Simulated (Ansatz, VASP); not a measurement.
One calculation of Ag, two programs

The input INCAR:

```
PREC = Accurate ; ENCUT = 600
EDIFF = 1E-6 ; ISMEAR = -1
SIGMA = 0.1 ; LREAL = F
LASPH = T ; NELM = 80
ALGO = Normal ; ISIF = 3
LWAVE = F ; LCHARG = F
GGA = CA ; IBRION = 2
NSW = 80 ; EDIFFG = -0.01
```

Contents of KPOINTS:

```
Automatic mesh
0
Gamma
  10 10 10
```

The input POSCAR:

```
Ag
1.0
    0.0000000000      2.8449690438      2.8449690438
    2.8449690438      0.0000000000      2.8449690438
    2.8449690438      2.8449690438      0.0000000000
Ag
2
Direct
    0.1250000000      0.1250000000      0.1250000000
    0.8750000000      0.8750000000      0.8750000000
```

Input for Ansatz:

```yaml
crystal:
  lattice:
    - [0.0, 2.8449690438, 2.8449690438]
    - [2.8449690438, 0.0, 2.8449690438]
    - [2.8449690438, 2.8449690438, 0.0]
  atoms:
    - { symbol: Ag, position: [0.125, 0.125, 0.125] }
    - { symbol: Ag, position: [0.875, 0.875, 0.875] }
hamiltonian:
  xc: lda
  pseudopotentials:
    kind: paw
    azcp:
      Ag: "pseudopotentials/Ag.paw.azcp"
basis:
  ecutwfc: 420
  fft_grid_basis: typed
kpoints:
  mp_grid: { grid: [10, 10, 10], shift: [0, 0, 0] }
magnetization:
  spin_polarized: false
scf:
  occupations: { method: fermi_dirac, width: 0.1 }
relax:
  max_steps: 60
  f_tol: 0.01
  cell: {}
```

Alike in both runs: task relaxation of cell and atoms; functional LDA; k mesh 10 × 10 × 10; occupations fermi-dirac, width 0.1 eV; no spin polarisation.

|  | VASP | Ansatz |
| --- | --- | --- |
| version | VASP 6.6.1 | Ansatz 0.2.0 |
| potentials or method | VASP PAW LDA potentials, release 64 (Ag), cutoff 600 eV | plane waves (420 eV) with PAW, scalar-relativistic |
| valence electrons in the cell | 22 | 38 |

|  | VASP | Ansatz | Ansatz less VASP |
| --- | --- | --- | --- |
| relaxed volume (Å³/atom) | 26.05 | 26.07 | +0.018 |
| relaxed cell length with the largest relative difference (Å) | 4.192 | 4.193 | +0.0010 |

Ansatz warns that its potentials were made for another functional, while VASP's fit it. LDA's correlation is that of Perdew and Zunger in VASP and of Perdew and Wang (1992) in Ansatz. VASP's potentials hold 22 valence electrons a cell and Ansatz's 38, so a difference there can come from the potentials and not from the codes.
